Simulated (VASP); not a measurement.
Write the native input for VASP 6.6.1 that does the following.

| Item | Value |
| --- | --- |
| Task | single point |
| Functional | PBE |
| Potentials or basis | VASP PAW PBE potentials, release 64 (Li_sv, O) |
| Cutoff | 750 eV |
| k mesh | 8 × 8 × 8 |
| Occupations | gaussian, width 0.05 eV |
| Spin | no spin polarisation |
| Dipole correction | no |
| Further INCAR settings | ALGO = Normal; EDIFF = 1e-06; NBANDS = 13 |

The structure of Li2O lies in POSCAR:

```
Li2O
1.0
    0.0000000000      2.3129114561      2.3129114561
    2.3129114561      0.0000000000      2.3129114561
    2.3129114561      2.3129114561      0.0000000000
Li O
2 1
Direct
    0.2442496718      0.2557503282      0.2442496718
    0.7442496718      0.7557503282      0.7442496718
    0.0049887215     -0.0049887215      0.0049887215
```

This cell differs from its parent crystal: atoms displaced along a vibrational mode.

One way to write it, as run:

INCAR

```
SYSTEM = Li2O
  PREC = Accurate
  ENCUT = 750
  EDIFF = 1E-6
  ISMEAR = 0
  SIGMA = 0.05
  LREAL = .FALSE.
  LASPH = .TRUE.
  NELM = 120
  ALGO = Normal
  ISIF = 2
  LWAVE = .FALSE.
  LCHARG = .FALSE.
  GGA = PE
  NBANDS = 13
  GGA_COMPAT = .FALSE.
```

KPOINTS

```
Automatic mesh
0
G
  8 8 8
  0 0 0
```

Potentials or basis: VASP PAW PBE potentials, release 64 (Li_sv, O).

The run is started by

```bash
$ cat potpaw_PBE.64/Li_sv/POTCAR potpaw_PBE.64/O/POTCAR > POTCAR
$ mpirun -np 1 vasp_std > vasp.out
```

Results of the run:

The pressure is -0.2 GPa, the largest force is 0.250 eV/Å and the band gap on the k mesh is 4.96 eV (least direct gap 5.23 eV).

Caveat: the cell differs from its parent crystal (atoms displaced along a vibrational mode).

Run time: 51 s on 1 thread of Intel Xeon 8259CL (shared host), peak memory 0.17 GiB.
